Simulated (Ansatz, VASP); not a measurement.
**Sr in VASP and in Ansatz**

```
Sr
1.0
    -2.34852    2.34852    2.34852
     2.34852   -2.34852    2.34852
     2.34852    2.34852   -2.34852
Sr
1
Direct
  0.00000 0.00000 0.00000
```

Alike in both runs: task single point; functional r2SCAN; k mesh 10 × 10 × 10; occupations fermi-dirac, width 0.1 eV; no spin polarisation.

|  | VASP | Ansatz |
| --- | --- | --- |
| version | VASP 6.6.1 | Ansatz 0.2.0 |
| potentials or method | VASP PAW PBE potentials, release 64 (Sr_sv), cutoff 520 eV | plane waves (500 eV) with PAW, scalar-relativistic |
| valence electrons in the cell | 10 | 10 |

|  | VASP | Ansatz | Ansatz less VASP |
| --- | --- | --- | --- |
| pressure (GPa) | 1.0 | 1.0 | -0.02 |

VASP's potentials were made for PBE, not for r2SCAN. The functional is the same, so the differences come from potentials, cutoffs and numerics.
